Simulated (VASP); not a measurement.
The system is In.

```
In
1.0
    -1.62547    1.62547    2.47370
     1.62547   -1.62547    2.47370
     1.62547    1.62547   -2.47370
In
1
Direct
  0.00000 0.00000 0.00000
```

| Item | Value |
| --- | --- |
| Program | VASP 6.6.1 |
| Task | relaxation of cell and atoms |
| Functional | LDA |
| Potentials or basis | VASP PAW LDA potentials, release 64 (In_d) |
| Cutoff | 600 eV |
| k mesh | 11 × 11 × 11 |
| Occupations | fermi-dirac, width 0.05 eV |
| Spin | no spin polarisation |

At the start: pressure -2.5 GPa; volume 26.14 Å³/atom.

Q: How do energy, volume and symmetry change on relaxing?

A: Over 9 steps the energy falls by 13.7 meV/atom and the volume is 24.63 Å³/atom (-5.8 %); space group I4/mmm (No. 139, to 0.05 Å).

The path:
| step | energy change (eV) | largest force (eV/Å) | pressure (GPa) | volume (Å³) |
| --- | --- | --- | --- | --- |
| 1 | 0.0000 | 0.0000 | -2.49 | 26.14 |
| 2 | -0.0122 | 0.0000 | 0.07 | 24.64 |
| 3 | -0.0122 | 0.0000 | -0.01 | 24.67 |
| 4 | -0.0124 | 0.0000 | -0.01 | 24.66 |
| 5 | -0.0131 | 0.0000 | -0.01 | 24.63 |
| 6 | -0.0136 | 0.0000 | 0.14 | 24.57 |
| 7 | -0.0137 | 0.0000 | 0.09 | 24.59 |
| 8 | -0.0137 | 0.0000 | -0.15 | 24.71 |
| 9 | -0.0137 | 0.0000 | 0.01 | 24.63 |

Final structure:
```xyz
1
Lattice="-1.6108 1.6108 2.3735 1.6108 -1.6108 2.3735 1.6108 1.6108 -2.3735" Properties=species:S:1:pos:R:3 pbc="T T T"
In    0.0000    0.0000    0.0000
```
